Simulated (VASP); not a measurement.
A run of VASP 6.6.1 is set up as follows.

Contents of INCAR:

```
SYSTEM = Hf
ALGO     = Normal         ! electronic algorithm
EDIFF    = 1E-6           ! SCF threshold, eV
ENCUT    = 520            ! plane-wave cutoff, eV
GGA      = CA             ! functional
ISIF     = 2              ! what is computed and relaxed
ISMEAR   = -1             ! smearing method
LASPH    = .TRUE.         ! aspherical terms in the spheres
LCHARG   = .FALSE.        ! write CHGCAR
LREAL    = .FALSE.        ! projectors in reciprocal space
LWAVE    = .FALSE.        ! write WAVECAR
NBANDS   = 11             ! bands
NELM     = 100            ! most SCF steps
PREC     = Accurate       ! precision mode
SIGMA    = 0.03           ! smearing width, eV
```

The input KPOINTS:

```
k-points
0
G
  13 13 13
  0 0 0
```

File POSCAR:

```
Hf
1.0
    0.0000000000      2.2347024152      2.2347024152
    2.2347024152      0.0000000000      2.2347024152
    2.2347024152      2.2347024152      0.0000000000
Hf
1
Direct
    0.0000000000      0.0000000000      0.0000000000
```

Potentials or basis: VASP PAW LDA potentials, release 64 (Hf_pv).

Run with:

```sh
$ cat potpaw_LDA.64/Hf_pv/POTCAR > POTCAR
$ mpirun -np 1 vasp_std > vasp.out
```

Question: Predict the band gap on the k mesh.

Answer: Zero (band 5 reaches 5.96 eV, above the bottom of band 6 at 4.09 eV).

Question: What does it give for the pressure?

Answer: -7.4 GPa.

Caveat: spin-orbit coupling is left out, which moves the levels of the heavy elements.
